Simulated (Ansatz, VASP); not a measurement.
Cu in VASP and in Ansatz

```xyz
1
Lattice="0.0000 1.7884 1.7884 1.7884 0.0000 1.7884 1.7884 1.7884 0.0000" Properties=species:S:1:pos:R:3 pbc="T T T"
Cu    0.0000    0.0000    0.0000
```

Alike in both runs: functional r2SCAN; k mesh 20 × 20 × 20; occupations gaussian, width 0.1 eV; no spin polarisation.

Ansatz relaxed the structure, and its values are those at the end. VASP's run is a single point on that final structure, the one shown.

```csv
,VASP,Ansatz
version,VASP 6.6.1,Ansatz 0.2.0
potentials or method,"VASP PAW PBE potentials, release 64 (Cu), cutoff 520 eV","scalar-relativistic, plane waves, PAW"
valence electrons in the cell,11,19
```

|  | VASP | Ansatz | Ansatz less VASP |
| --- | --- | --- | --- |
| gap on the k mesh at the Fermi level (eV) | none | none | - |
| pressure (GPa) | 0.5 | 0.0 | -0.49 |

VASP's potentials were made for PBE, not for r2SCAN. A gap of «none» marks a metal or a gap that the smearing closes. VASP's potentials hold 11 valence electrons a cell and Ansatz's 19, so a difference there can come from the potentials and not from the codes.
